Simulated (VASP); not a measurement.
# K4CuPb: single point with PBE

Crystal: K4CuPb.

```
K Cu Pb
1.0
     6.41566    0.00000    0.00000
    -3.20783    5.55612    0.00000
     0.00000    0.00000    6.74690
K Cu Pb
4 1 1
Direct
  0.33333 0.66667 0.00000
  0.66667 0.33333 0.00000
  0.33333 0.66667 0.50000
  0.66667 0.33333 0.50000
  0.00000 0.00000 0.50000
  0.00000 0.00000 0.00000
```

The cell was built from a structure type or drawn by symmetry, and may not be a known phase.

```json
{
  "Program": "VASP 6.6.1",
  "Task": "single point",
  "Functional": "PBE",
  "Potentials or basis": "VASP PAW PBE potentials, release 64 (K_sv, Cu, Pb_d)",
  "Cutoff": "520 eV",
  "k mesh": "3 × 3 × 4",
  "Occupations": "gaussian, width 0.1 eV",
  "Spin": "no spin polarisation",
  "Dipole correction": "no",
  "Further INCAR settings": "ALGO = Normal; EDIFF = 1e-06; NBANDS = 40"
}
```

```
Pressure               : 0.1 GPa
Band gap on the k mesh : zero (an odd number of electrons rules out a gap without spin polarisation)
```

Levels at points of the mesh, in eV from the Fermi level:
| k point | band 28 | band 29 | band 30 | band 31 | band 32 | band 33 | band 34 | band 35 |
| --- | --- | --- | --- | --- | --- | --- | --- | --- |
| (0.00, 0.00, 0.00) | -1.56 | -0.69 | -0.43 | -0.43 | 0.45 | 2.04 | 2.04 | 2.27 |
| (0.00, 0.00, 0.50) | -1.80 | -0.11 | -0.11 | 0.42 | 1.34 | 1.34 | 1.87 | 2.19 |

Run time: 100 s on 1 thread of Oxide Virtual Turin-like Processor, with other jobs on the host, peak memory 0.34 GiB.

Caveat: the k points lie up to 0.38 Å⁻¹ apart, too coarse for converged energies and pressures of a metal; spin-orbit coupling is left out, which moves the levels of the heavy elements.
